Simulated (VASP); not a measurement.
Al2Cu, 3 atoms in the cell. It takes space group P4/mmm (No. 123, tetragonal). Conventional cell: a = 4.023 Å, b = 4.023 Å, c = 2.932 Å, α = 90.00°, β = 90.00°, γ = 90.00°. Within 3.3 Å of Al (site symmetry mmm) lie 4 Cu at 2.49 Å and 6 Al at 2.84 to 2.93 Å. Cu (site symmetry 4/mmm) has 8 Al at 2.49 Å and 2 Cu at 2.93 Å within 3.3 Å.  This cell differs from its parent crystal: strain -0.015 along x and y, +0.030 along z.

```yaml
Program: VASP 6.6.1
Task: single point
Functional: PBEsol
Potentials_or_basis: VASP PAW PBE potentials, release 64 (Al, Cu)
Cutoff: 520 eV
k_mesh: 12 × 12 × 16
Occupations: gaussian, width 0.15 eV
Spin: no spin polarisation
Dipole_correction: no
Further_INCAR_settings: ALGO = Fast; EDIFF = 1e-06; NBANDS = 16
```

Potentials or basis: VASP PAW PBE potentials, release 64 (Al, Cu).

Launch:

```sh
$ cat potpaw_PBE.64/Al/POTCAR potpaw_PBE.64/Cu/POTCAR > POTCAR
$ mpirun -np 1 vasp_std > vasp.out
```

Hardware: 1 thread of Intel(R) Xeon(R) 6975P-C (Granite Rapids), with other jobs on the host.

Task: Estimate the wall time of this run.

Result: Run time: 100 s on 1 thread of Intel(R) Xeon(R) 6975P-C (Granite Rapids), with other jobs on the host, peak memory 0.29 GiB. Counts: scf iterations 18, k points 252.
